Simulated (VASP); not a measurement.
# ZrCu (Pm-3m) in VASP: single point with LDA

Aim: the single point of ZrCu with LDA.

Everything below comes from runs of VASP 6.6.1. Logs are shortened: lines on timing, memory, paths and dates and some standing lists are left out, and cuts for length are marked.

## (1) The cell of the first run

Symmetry: Pm-3m, No. 221, cubic system. The conventional cell has a = 3.253 Å, b = 3.253 Å, c = 3.253 Å, α = 90.00°, β = 90.00°, γ = 90.00°. Within 3.7 Å of Zr (site symmetry m-3m) lie 8 Cu at 2.82 Å and 6 Zr at 3.25 Å. Cu (site symmetry m-3m) has 8 Zr at 2.82 Å and 6 Cu at 3.25 Å within 3.7 Å.

## (2) Single point, LDA

INCAR reads:

```
ALGO = Normal
EDIFF = 1E-6
ENCUT = 520
GGA = CA
ISIF = 2
ISMEAR = 1
LASPH = T
LCHARG = F
LREAL = F
LWAVE = F
NBANDS = 18
NELM = 60
PREC = Accurate
SIGMA = 0.1
```

KPOINTS reads:

```
k-points
0
Gamma
  9 9 9
```

POSCAR reads:

```
ZrCu
1.0
    3.2526600000      0.0000000000      0.0000000000
    0.0000000000      3.2526600000      0.0000000000
    0.0000000000      0.0000000000      3.2526600000
Zr Cu
1 1
Direct
    0.5000000000      0.5000000000      0.5000000000
    0.0000000000      0.0000000000      0.0000000000
```

Potentials or basis: VASP PAW LDA potentials, release 64 (Zr_sv, Cu).

Launch:

```sh
$ cat potpaw_LDA.64/Zr_sv/POTCAR potpaw_LDA.64/Cu/POTCAR > POTCAR
$ mpirun -np 1 vasp_std > vasp.out
```

OUTCAR:

```text
EDIFF = 1E-6
   ENCUT = 520
   GGA = CA
   ISIF = 2
   ISMEAR = 1
   LASPH = T
   LREAL = F
   NELM = 60
   PREC = Accurate

 ion  position               nearest neighbor table
   1  0.500  0.500  0.500-   2 2.82   2 2.82   2 2.82   2 2.82   2 2.82   2 2.82   2 2.82   2 2.82

   2  0.000  0.000  0.000-   1 2.82   1 2.82   1 2.82   1 2.82   1 2.82   1 2.82   1 2.82   1 2.82

  LATTYP: Found a simple cubic cell.
 ALAT       =     3.2526600000

  Lattice vectors:

 A1 = (   3.2526600000,   0.0000000000,   0.0000000000)
 A2 = (   0.0000000000,   3.2526600000,   0.0000000000)
 A3 = (   0.0000000000,   0.0000000000,   3.2526600000)

Analysis of symmetry for initial positions (statically):
=====================================================================
 Subroutine PRICEL returns:
 Original cell was already a primitive cell.

 Routine SETGRP: Setting up the symmetry group for a
 simple cubic supercell.

 Subroutine GETGRP returns: Found 48 space group operations
 (whereof 48 operations were pure point group operations)
 out of a pool of 48 trial point group operations.

The static configuration has the point symmetry O_h .

Analysis of symmetry for dynamics (positions and initial velocities):
=====================================================================
 Subroutine PRICEL returns:
 Original cell was already a primitive cell.

 Routine SETGRP: Setting up the symmetry group for a
 simple cubic supercell.

 Subroutine GETGRP returns: Found 48 space group operations
 (whereof 48 operations were pure point group operations)
 out of a pool of 48 trial point group operations.

The dynamic configuration has the point symmetry O_h .

 Subroutine INISYM returns: Found 48 space group operations
 (whereof 48 operations are pure point group operations),
 and found     1 'primitive' translations

----------------------------------------------------------------------------------------

                                     Primitive cell

  volume of cell :      34.4125

  direct lattice vectors                    reciprocal lattice vectors
     3.252660000  0.000000000  0.000000000     0.307440679  0.000000000  0.000000000
     0.000000000  3.252660000  0.000000000     0.000000000  0.307440679  0.000000000
     0.000000000  0.000000000  3.252660000     0.000000000  0.000000000  0.307440679

  length of vectors
     3.252660000  3.252660000  3.252660000     0.307440679  0.307440679  0.307440679

  position of ions in fractional coordinates (direct lattice)
     0.500000000  0.500000000  0.500000000
     0.000000000  0.000000000  0.000000000

  ion indices of the primitive-cell ions
   primitive index   ion index
                 1           1
                 2           2

----------------------------------------------------------------------------------------

 KPOINTS: k-points

Automatic generation of k-mesh.
 Grid dimensions read from file:
 generate k-points for:    9    9    9

 Generating k-lattice:

  Cartesian coordinates                     Fractional coordinates (reciprocal lattice)
     0.034160075  0.000000000  0.000000000     0.111111111  0.000000000  0.000000000
     0.000000000  0.034160075  0.000000000     0.000000000  0.111111111  0.000000000
     0.000000000  0.000000000  0.034160075     0.000000000  0.000000000  0.111111111

  Length of vectors
     0.034160075  0.034160075  0.034160075

  Shift w.r.t. Gamma in fractional coordinates (k-lattice)
     0.000000000  0.000000000  0.000000000

 Subroutine IBZKPT returns following result:
 ===========================================

 Found     35 irreducible k-points:

 Following reciprocal coordinates:
            Coordinates               Weight
  0.000000  0.000000  0.000000      1.000000
  0.111111  0.000000  0.000000      6.000000
  0.222222  0.000000  0.000000      6.000000
  0.333333  0.000000  0.000000      6.000000
  0.444444  0.000000  0.000000      6.000000
  0.111111  0.111111  0.000000     12.000000
[... 16 lines left out ...]
  0.333333  0.333333  0.111111     24.000000
  0.444444  0.333333  0.111111     48.000000
 [... further k-points ...]
   k-points           NKPTS =     35   k-points in BZ     NKDIM =     35   number of bands    NBANDS=     18
   number of dos      NEDOS =    301   number of ions     NIONS =      2
   total plane-waves  NPLWV =  13824
   dimension x,y,z NGX =    24 NGY =   24 NGZ =   24
   dimension x,y,z NGXF=    48 NGYF=   48 NGZF=   48
   ions per type =               1   1
   NGX,Y,Z   is equivalent  to a cutoff of  12.27, 12.27, 12.27 a.u.
   NGXF,Y,Z  is equivalent  to a cutoff of  24.53, 24.53, 24.53 a.u.
 SYSTEM =  unknown system
   PREC   = accura    normal or accurate (medium, high low for compatibility)
   ISTART =      0    job   : 0-new  1-cont  2-samecut
   ICHARG =      2    charge: 1-file 2-atom 10-const
   ISPIN  =      1    spin polarized calculation?
   LNONCOLLINEAR =      F non collinear calculations
   LSORBIT =      F    spin-orbit coupling
   LASPH  =      T    aspherical Exc in radial PAW
   ENCUT  =  520.0 eV  38.22 Ry    6.18 a.u.   6.05  6.05  6.05*2*pi/ulx,y,z
   NELM   =     60;   NELMIN=  2; NELMDL= -5     # of ELM steps
   EDIFF  = 0.1E-05   stopping-criterion for ELM
   LREAL  =      F    real-space projection
   EDIFFG = 0.1E-04   stopping-criterion for IOM
   NSW    =      0    number of steps for IOM
   IBRION =     -1    ionic relax: 0-MD 1-quasi-New 2-CG
   NFREE  =      0    steps in history (QN), initial steepest desc. (CG)
   ISIF   =      2    stress and relaxation
   ISYM   =      2    0-nonsym 1-usesym 2-fastsym
   POTIM  = 0.5000    time-step for ionic-motion
   TEBEG  =    0.0;   TEEND  =   0.0 temperature during run
   PSTRESS=    0.0 pullay stress
   NELECT =      23.0000    total number of electrons
   NUPDOWN=      -1.0000    fix difference up-down
   EMIN   =  10.00;   EMAX   =-10.00  energy-range for DOS
   EFERMI =   0.00;   METHOD = LEGACY
   ISMEAR =     1;   SIGMA  =   0.10  broadening in eV -4-tet -1-fermi 0-gaus
   EFERMI_NEDOS =   21; number of points for ismear=-14 and -15
   IALGO  =     38    algorithm
   IMIX   =      4    mixing-type and parameters
     AMIX     =   0.40;   BMIX     =  1.00
     AMIX_MAG =   1.60;   BMIX_MAG =  1.00
  volume/ion in A,a.u.               =      17.21       116.11
  Fermi-wavevector in a.u.,A,eV,Ry     =   1.431349  2.704857 27.875059  2.048759
  Thomas-Fermi vector in A             =   2.551095
   LORBIT       =      0    0 simple, 1 ext, 2 COOP (PROOUT), +10 PAW based schemes
   GGA     = CA    functional components
   LHFCALC =     F    Hartree Fock is set to
   AEXX    =    0.0000 exact exchange contribution
   IVDW    =     0    specifies the selected vdW correction
   LEPSILON=     F    determine dielectric tensor
   LRPA    =     F    only Hartree local field effects (RPA)
 non-spin polarized calculation
 Methfessel and Paxton  Order N= 1 SIGMA  =   0.10
  energy-cutoff  :      520.00
  volume of cell :       34.41
 maximum number of plane-waves:       940
   NGX = 13   NGY = 13   NGZ = 13

 number of electron      22.9999977 magnetization

 Free energy of the ion-electron system (eV)
  ---------------------------------------------------
  ext. energy  EPLUGINS =         0.00000000
  ---------------------------------------------------
  free energy    TOTEN  =       -14.18575931 eV

  energy without entropy =      -14.18565794  energy(sigma->0) =      -14.18572552

 E-fermi :   8.5345     XC(G=0): -12.0217

 val. band max:        8.5130886308   @ k =   0.1111   0.1111   0.0000
 cond. band min:       8.5939813898   @ k =   0.4444   0.4444   0.1111
 fundamental gap:      0.0808927590
 Fermi energy:         8.5345272154

 k-point     1 :       0.0000    0.0000    0.0000
  band No.  band energies     occupation
      1     -39.9784      2.00000
      2     -17.9366      2.00000
      3     -17.9366      2.00000
      4     -17.9366      2.00000
      5       1.3386      2.00000
      6       4.3829      2.00000
[... 10 lines left out ...]
     17      15.4278      0.00000
     18      15.4278      0.00000

 k-point     2 :       0.1111    0.0000    0.0000
  band No.  band energies     occupation
      1     -39.9734      2.00000
      2     -17.9963      2.00000
      3     -17.9318      2.00000
      4     -17.9318      2.00000
      5       1.5677      2.00000
      6       4.4489      2.00000
[... 10 lines left out ...]
     17      16.2339      0.00000
     18      16.2339      0.00000

 k-point     3 :       0.2222    0.0000    0.0000
  band No.  band energies     occupation
      1     -39.9610      2.00000
      2     -18.1448      2.00000
      3     -17.9196      2.00000
      4     -17.9196      2.00000
      5       2.2164      2.00000
      6       4.6275      2.00000
[... 10 lines left out ...]
     17      17.7938      0.00000
     18      17.7938      0.00000

 k-point     4 :       0.3333    0.0000    0.0000
  band No.  band energies     occupation
      1     -39.9467      2.00000
      2     -18.3090      2.00000
      3     -17.9056      2.00000
      4     -17.9056      2.00000
      5       3.1811      2.00000
      6       4.8562      2.00000
[... 375 lines left out ...]
      4     -17.9325      2.00000
      5       4.3062      2.00000
      6       4.7822      2.00000
[... 10 lines left out ...]
     17      17.8333      0.00000
     18      19.4141      0.00000

 k-point    23 :       0.3333    0.3333    0.1111
  band No.  band energies     occupation
      1     -39.9116      2.00000
      2     -18.2577      2.00000
      3     -18.2444      2.00000
      4     -17.9269      2.00000
      5       4.0430      2.00000
      6       4.7310      2.00000
[... 10 lines left out ...]
     17      16.5205      0.00000
     18      19.0946      0.00000

 k-point    24 :       0.4444    0.3333    0.1111
  band No.  band energies     occupation
      1     -39.9027      2.00000
      2     -18.3501      2.00000
      3     -18.2362      2.00000
      4     -17.9167      2.00000
      5       4.1085      2.00000
      6       4.6274      2.00000
[... 10 lines left out ...]
     17      16.7633      0.00000
     18      18.1675      0.00000

 [... further k-points ...]

------------------------ aborting loop because EDIFF is reached ----------------------------------------

  FORCE on cell =-STRESS in cart. coord.  units (eV):
  Direction    XX          YY          ZZ          XY          YZ          ZX
  --------------------------------------------------------------------------------------
  -------------------------------------------------------------------------------------
  Total       -1.4219402     -1.4219402     -1.4219402      0.0000000      0.0000000     -0.0000000
  in kB      -66.2027293    -66.2027293    -66.2027293      0.0000000      0.0000000     -0.0000000
  external PRESSURE =     -66.2027293 kB  Pullay stress =       0.0000000 kB

 VOLUME and BASIS-vectors are now :
 -----------------------------------------------------------------------------
  energy-cutoff  :      520.00
  volume of cell :       34.41
      direct lattice vectors                 reciprocal lattice vectors
     3.252660000  0.000000000  0.000000000     0.307440679  0.000000000  0.000000000
     0.000000000  3.252660000  0.000000000     0.000000000  0.307440679  0.000000000
     0.000000000  0.000000000  3.252660000     0.000000000  0.000000000  0.307440679

 POSITION                                       TOTAL-FORCE (eV/Angst)
 -----------------------------------------------------------------------------------
      1.62633      1.62633      1.62633         0.000000      0.000000      0.000000
      0.00000      0.00000      0.00000         0.000000      0.000000      0.000000
 -----------------------------------------------------------------------------------
    total drift:                                0.000000      0.000000     -0.000000

  FREE ENERGIE OF THE ION-ELECTRON SYSTEM (eV)
  ---------------------------------------------------
  free  energy   TOTEN  =       -14.1857593111 eV

  energy  without entropy=      -14.1856579383  energy(sigma->0) =      -14.18572552
```

It took 28 s on 1 thread of AMD EPYC 7R13, shared host; peak memory 0.11 GiB.

What came out:

```yaml
Free_energy: -14.1858 eV
Pressure: -6.6 GPa
```
